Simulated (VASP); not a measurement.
# Be (P6_3/mmc) in VASP: further runs

Be is run at these levels: PBEsol; tasks: single point.

All numbers are computed with VASP 6.6.1; they aren't measurements. Logs are shortened: lines on timing, memory, paths and dates and some standing lists are left out, and cuts for length are marked.

## Step 1: The cell of the first run

It takes space group P6_3/mmc (No. 194, hexagonal). The conventional cell has a = 2.185 Å, b = 2.185 Å, c = 3.421 Å, α = 90.00°, β = 90.00°, γ = 120.00°. Be (site symmetry -6m2) has 12 Be at 2.13 to 2.18 Å within 2.8 Å.

## Step 2: Single point, PBEsol (strain -0.050 along x and y, -0.050 along z)

Contents of INCAR:

```
PREC = Accurate
ENCUT = 520
EDIFF = 1E-6
ISMEAR = 0
SIGMA = 0.15
LREAL = False
LASPH = True
NELM = 60
ALGO = Normal
ISIF = 2
LWAVE = False
LCHARG = False
GGA = PS
NBANDS = 9
```

Contents of KPOINTS:

```
Automatic mesh
0
Gamma
  24 24 14
```

Contents of POSCAR:

```
Be
1.0
    2.1845268857      0.0000000000      0.0000000000
   -1.0922634429      1.8918557782      0.0000000000
    0.0000000000      0.0000000000      3.4208550000
Be
2
Direct
    0.3333333333      0.6666666667      0.2500000000
    0.6666666667      0.3333333333      0.7500000000
```

Potentials or basis: VASP PAW PBE potentials, release 64 (Be).

On the command line:

```
cat potpaw_PBE.64/Be/POTCAR > POTCAR
mpirun -np 1 vasp_std > vasp.out
```

OUTCAR:

```text
PREC = Accurate
   ENCUT = 520
   EDIFF = 1E-6
   ISMEAR = 0
   LREAL = False
   LASPH = True
   NELM = 60
   ISIF = 2
   GGA = PS

 ion  position               nearest neighbor table
   1  0.333  0.667  0.250-   2 2.13   2 2.13   2 2.13   2 2.13   2 2.13   2 2.13
   2  0.667  0.333  0.750-   1 2.13   1 2.13   1 2.13   1 2.13   1 2.13   1 2.13

  LATTYP: Found a hexagonal cell.
 ALAT       =     2.1845268857
 C/A-ratio  =     1.5659477676

  Lattice vectors:

 A1 = (   2.1845268857,   0.0000000000,   0.0000000000)
 A2 = (  -1.0922634429,   1.8918557782,   0.0000000000)
 A3 = (   0.0000000000,   0.0000000000,   3.4208550000)

Analysis of symmetry for initial positions (statically):
=====================================================================
 Subroutine PRICEL returns:
 Original cell was already a primitive cell.

 Routine SETGRP: Setting up the symmetry group for a
 hexagonal supercell.

 Subroutine GETGRP returns: Found 24 space group operations
 (whereof 12 operations were pure point group operations)
 out of a pool of 24 trial point group operations.

The static configuration has the point symmetry D_3d.
 The point group associated with its full space group is D_6h.

Analysis of symmetry for dynamics (positions and initial velocities):
=====================================================================
 Subroutine PRICEL returns:
 Original cell was already a primitive cell.

 Routine SETGRP: Setting up the symmetry group for a
 hexagonal supercell.

 Subroutine GETGRP returns: Found 24 space group operations
 (whereof 12 operations were pure point group operations)
 out of a pool of 24 trial point group operations.

The dynamic configuration has the point symmetry D_3d.
 The point group associated with its full space group is D_6h.

 Subroutine INISYM returns: Found 24 space group operations
 (whereof 12 operations are pure point group operations),
 and found     1 'primitive' translations

----------------------------------------------------------------------------------------

                                     Primitive cell

  volume of cell :      14.1377

  direct lattice vectors                    reciprocal lattice vectors
     2.184526886  0.000000000  0.000000000     0.457765023  0.264290759  0.000000000
    -1.092263443  1.891855778  0.000000000     0.000000000  0.528581518  0.000000000
     0.000000000  0.000000000  3.420855000     0.000000000  0.000000000  0.292324580

  length of vectors
     2.184526886  2.184526886  3.420855000     0.528581518  0.528581518  0.292324580
[... 81 lines left out ...]
   EDIFF  = 0.1E-05   stopping-criterion for ELM
   LREAL  =      F    real-space projection
   EDIFFG = 0.1E-04   stopping-criterion for IOM
   NSW    =      0    number of steps for IOM
   IBRION =     -1    ionic relax: 0-MD 1-quasi-New 2-CG
   NFREE  =      0    steps in history (QN), initial steepest desc. (CG)
   ISIF   =      2    stress and relaxation
   ISYM   =      2    0-nonsym 1-usesym 2-fastsym
   POTIM  = 0.5000    time-step for ionic-motion
   TEBEG  =    0.0;   TEEND  =   0.0 temperature during run
   PSTRESS=    0.0 pullay stress
   NELECT =       4.0000    total number of electrons
   NUPDOWN=      -1.0000    fix difference up-down
   EMIN   =  10.00;   EMAX   =-10.00  energy-range for DOS
   EFERMI =   0.00;   METHOD = LEGACY
   ISMEAR =     0;   SIGMA  =   0.15  broadening in eV -4-tet -1-fermi 0-gaus
   EFERMI_NEDOS =   21; number of points for ismear=-14 and -15
   IALGO  =     38    algorithm
   IMIX   =      4    mixing-type and parameters
     AMIX     =   0.40;   BMIX     =  1.00
     AMIX_MAG =   1.60;   BMIX_MAG =  1.00
  volume/ion in A,a.u.               =       7.07        47.70
  Fermi-wavevector in a.u.,A,eV,Ry     =   1.074735  2.030955 15.715487  1.155056
  Thomas-Fermi vector in A             =   2.210572
   LORBIT       =      0    0 simple, 1 ext, 2 COOP (PROOUT), +10 PAW based schemes
   GGA     = PS    functional components
   LHFCALC =     F    Hartree Fock is set to
   AEXX    =    0.0000 exact exchange contribution
   IVDW    =     0    specifies the selected vdW correction
   LEPSILON=     F    determine dielectric tensor
   LRPA    =     F    only Hartree local field effects (RPA)
 non-spin polarized calculation
 Gauss-broadening in eV      SIGMA  =   0.15
  energy-cutoff  :      520.00
  volume of cell :       14.14
 maximum number of plane-waves:       391
   NGX =  9   NGY =  9   NGZ = 13

 number of electron       4.0000000 magnetization

 Free energy of the ion-electron system (eV)
  ---------------------------------------------------
  ext. energy  EPLUGINS =         0.00000000
  ---------------------------------------------------
  free energy    TOTEN  =        -7.92254312 eV

  energy without entropy =       -7.92043599  energy(sigma->0) =       -7.92148956

 E-fermi :   7.8899     XC(G=0): -10.9812

 val. band max:        7.8651915688   @ k =   0.2917   0.2917   0.0714
 cond. band min:       7.8994945003   @ k =   0.2917   0.2917   0.0000
 fundamental gap:      0.0343029315
 Fermi energy:         7.8898743814

 k-point     1 :       0.0000    0.0000    0.0000
  band No.  band energies     occupation
      1      -3.9945      2.00000
      2       3.1445      2.00000
      3       9.5959      0.00000
      4      25.2929      0.00000
      5      25.2929      0.00000
      6      28.4002      0.00000
      7      28.4002      0.00000
      8      30.9934      0.00000
      9      36.9137      0.00000
[... 265 lines left out ...]
 k-point    24 :       0.4583    0.0417    0.0000
  band No.  band energies     occupation
      1       2.3895      2.00000
      2       4.9090      2.00000
      3      11.7302      0.00000
      4      15.1613      0.00000
      5      15.5052      0.00000
      6      16.9981      0.00000
      7      20.1288      0.00000
      8      26.4067      0.00000
      9      29.9868      0.00000

 [... further k-points ...]
[... 5 lines left out ...]
  --------------------------------------------------------------------------------------
  -------------------------------------------------------------------------------------
  Total        1.2561069      1.2561069      1.6678535     -0.0000000      0.0000000      0.0000000
  in kB      142.3498824    142.3498824    189.0115688     -0.0000000      0.0000000      0.0000000
  external PRESSURE =     157.9037779 kB  Pullay stress =       0.0000000 kB

 VOLUME and BASIS-vectors are now :
 -----------------------------------------------------------------------------
  energy-cutoff  :      520.00
  volume of cell :       14.14
      direct lattice vectors                 reciprocal lattice vectors
     2.184526886  0.000000000  0.000000000     0.457765023  0.264290759  0.000000000
    -1.092263443  1.891855778  0.000000000     0.000000000  0.528581518  0.000000000
     0.000000000  0.000000000  3.420855000     0.000000000  0.000000000  0.292324580

 POSITION                                       TOTAL-FORCE (eV/Angst)
 -----------------------------------------------------------------------------------
     -0.00000      1.26124      0.85521         0.000000      0.000000      0.000000
      1.09226      0.63062      2.56564        -0.000000     -0.000000      0.000000
 -----------------------------------------------------------------------------------
    total drift:                                0.000000     -0.000000      0.000000

  FREE ENERGIE OF THE ION-ELECTRON SYSTEM (eV)
  ---------------------------------------------------
  free  energy   TOTEN  =        -7.9225431239 eV

  energy  without entropy=       -7.9204359875  energy(sigma->0) =       -7.92148956
```

stdout:

```text
POSCAR found type information on POSCAR Be
 POSCAR found :  1 types and       2 ions
 scaLAPACK will be used
 -----------------------------------------------------------------------------
|                                                                             |
|                                                                             |
|     You enforced a specific xc type in the INCAR file but a different       |
|     I HOPE YOU KNOW WHAT YOU ARE DOING!                                     |
|                                                                             |
 -----------------------------------------------------------------------------

 LDA part: xc-table for (Slater+PW92), standard interpolation
 POSCAR, INCAR and KPOINTS ok, starting setup
 FFT: planning ... GRIDC
 FFT: planning ... GRID_SOFT
 FFT: planning ... GRID
 WAVECAR not read
 entering main loop
```

It took 11 s on 1 thread of Intel Xeon 6975P-C (Granite Rapids), shared host; peak memory 0.16 GiB.

What came out:

* Free energy: -7.9225 eV
* Pressure: 15.8 GPa
* Band gap on the k mesh: zero (band 2 reaches 8.97 eV, above the bottom of band 3 at 6.73 eV)

Caveat: the cell differs from its parent crystal (strain -0.050 along x and y, -0.050 along z); the PAW data sets were made with another functional, which shifts forces and pressure a little.

## Step 3: Single point, PBEsol (strain -0.050 along x and y, -0.025 along z)

Contents of INCAR:

```
PREC     = Accurate       # precision mode
ENCUT    = 520            # plane-wave cutoff, eV
EDIFF    = 1E-6           # SCF threshold, eV
ISMEAR   = 0              # smearing method
SIGMA    = 0.15           # smearing width, eV
LREAL    = F              # projectors in reciprocal space
LASPH    = T              # aspherical terms in the spheres
NELM     = 80             # most SCF steps
ALGO     = Normal         # electronic algorithm
ISIF     = 2              # what is computed and relaxed
LWAVE    = F              # write WAVECAR
LCHARG   = F              # write CHGCAR
GGA      = PS             # functional
NBANDS   = 9              # bands
```

KPOINTS is that of step 2.

Changes to POSCAR since step 2:

```diff
@@ -4,3 +4,3 @@
    -1.0922634429      1.8918557782      0.0000000000
-    0.0000000000      0.0000000000      3.4208550000
+    0.0000000000      0.0000000000      3.5108775000
 Be
```

Potentials or basis: VASP PAW PBE potentials, release 64 (Be).

On the command line:

```
cat potpaw_PBE.64/Be/POTCAR > POTCAR
mpirun -np 1 vasp_std > vasp.out
```

Run time: 11 s. Hardware: 1 thread of Intel Xeon 6975P-C (Granite Rapids), shared host; peak memory 0.16 GiB.

It converged, with:

| Property | Result |
| --- | --- |
| Free energy | -7.9516 eV |
| Pressure | 11.2 GPa |
| Band gap on the k mesh | zero (band 2 reaches 8.72 eV, above the bottom of band 3 at 6.65 eV) |

Stress tensor (GPa, compression positive):
```
13.55  0.00  0.00
 0.00 13.55  0.00
 0.00  0.00  6.41
```

Levels at points of the mesh, in eV from the Fermi level:
```
           k point  band 1  band 2  band 3  band 4  band 5  band 6
(0.00, 0.00, 0.00)  -11.85   -5.01    1.04   17.51   17.51   20.42
(0.50, 0.00, 0.00)   -5.32   -3.17    3.76    6.68    7.07   10.34
(0.00, 0.00, 0.50)   -9.69   -9.69   10.78   10.78   19.20   19.20
(0.50, 0.00, 0.50)   -3.91   -3.91    1.90    1.90   13.02   13.02
```

Caveat: the cell differs from its parent crystal (strain -0.050 along x and y, -0.025 along z); the PAW data sets were made with another functional, which shifts forces and pressure a little.

## Step 4: Single point, PBEsol (strain -0.050 along x and y, +0.000 along z)

Contents of INCAR:

```
PREC     = Accurate       # precision mode
ENCUT    = 520            # plane-wave cutoff, eV
EDIFF    = 1E-7           # SCF threshold, eV
ISMEAR   = 0              # smearing method
SIGMA    = 0.15           # smearing width, eV
LREAL    = False          # projectors in reciprocal space
LASPH    = True           # aspherical terms in the spheres
NELM     = 100            # most SCF steps
ALGO     = Normal         # electronic algorithm
ISIF     = 2              # what is computed and relaxed
LWAVE    = False          # write WAVECAR
LCHARG   = False          # write CHGCAR
GGA      = PS             # functional
NBANDS   = 9              # bands
```

KPOINTS is that of step 3.

Changes to POSCAR since step 3:

```diff
@@ -4,3 +4,3 @@
    -1.0922634429      1.8918557782      0.0000000000
-    0.0000000000      0.0000000000      3.5108775000
+    0.0000000000      0.0000000000      3.6009000000
 Be
```

On the command line:

```
cat potpaw_PBE.64/Be/POTCAR > POTCAR
mpirun -np 1 vasp_std > vasp.out
```

Wall time 12 s (1 thread of Intel Xeon 6975P-C (Granite Rapids), shared host); peak memory 0.16 GiB.

The run converged. Its results:

```yaml
Free_energy: -7.9538 eV
Pressure: 7.2 GPa
Band_gap_on_the_k_mesh: zero (band 2 reaches 8.45 eV, above the bottom of band 3 at 6.59 eV)
```

Stress tensor (GPa, compression positive):
```
12.92  0.00  0.00
 0.00 12.92  0.00
 0.00  0.00 -4.23
```

Levels at points of the mesh, in eV from the Fermi level:
| k point | band 1 | band 2 | band 3 | band 4 | band 5 | band 6 | band 7 |
| --- | --- | --- | --- | --- | --- | --- | --- |
| (0.00, 0.00, 0.00) | -11.80 | -5.23 | 0.44 | 17.63 | 17.63 | 20.34 | 20.34 |
| (0.50, 0.00, 0.00) | -5.22 | -3.13 | 3.59 | 6.41 | 6.53 | 10.23 | 10.49 |
| (0.00, 0.00, 0.50) | -9.72 | -9.72 | 9.73 | 9.73 | 19.17 | 19.17 | 19.17 |
| (0.50, 0.00, 0.50) | -3.88 | -3.88 | 1.81 | 1.81 | 13.01 | 13.01 | 15.13 |

Caveat: the cell differs from its parent crystal (strain -0.050 along x and y, +0.000 along z); the PAW data sets were made with another functional, which shifts forces and pressure a little.

## Step 5: Single point, PBEsol (strain -0.025 along x and y, -0.050 along z)

Contents of INCAR:

```
SYSTEM = Be
  PREC = Accurate
  ENCUT = 520
  EDIFF = 1E-7
  ISMEAR = 0
  SIGMA = 0.15
  LREAL = .False.
  LASPH = .True.
  NELM = 60
  ALGO = Normal
  ISIF = 2
  LWAVE = .False.
  LCHARG = .False.
  GGA = PS
  NBANDS = 9
```

Contents of KPOINTS:

```
regular mesh
0
Gamma
  24 24 14
  0 0 0
```

Contents of POSCAR:

```
Be
1.0
    2.2420144353      0.0000000000      0.0000000000
   -1.1210072177      1.9416414566      0.0000000000
    0.0000000000      0.0000000000      3.4208550000
Be
2
Direct
    0.3333333333      0.6666666667      0.2500000000
    0.6666666667      0.3333333333      0.7500000000
```

On the command line:

```
cat potpaw_PBE.64/Be/POTCAR > POTCAR
mpirun -np 1 vasp_std > vasp.out
```

Wall time 18 s (1 thread of Intel Xeon 6975P-C (Granite Rapids), shared host); peak memory 0.16 GiB.

It converged, with:

```
Free energy            : -7.9632 eV
Pressure               : 7.9 GPa
Band gap on the k mesh : zero (band 2 reaches 8.49 eV, above the bottom of band 3 at 6.21 eV)
```

Stress tensor (GPa, compression positive):
```
 3.55  0.00  0.00
 0.00  3.55  0.00
 0.00  0.00 16.63
```

Levels at points of the mesh, in eV from the Fermi level:
```csv
k point,band 1,band 2,band 3,band 4,band 5
"(0.00, 0.00, 0.00)",-11.52,-4.20,2.04,16.25,16.25
"(0.50, 0.00, 0.00)",-5.21,-3.16,4.00,7.00,7.71
"(0.00, 0.00, 0.50)",-9.22,-9.22,12.35,12.35,18.13
"(0.50, 0.00, 0.50)",-3.72,-3.72,1.84,1.84,12.33
```

Caveat: the cell differs from its parent crystal (strain -0.025 along x and y, -0.050 along z); the PAW data sets were made with another functional, which shifts forces and pressure a little.

[end of part 1 of 2]
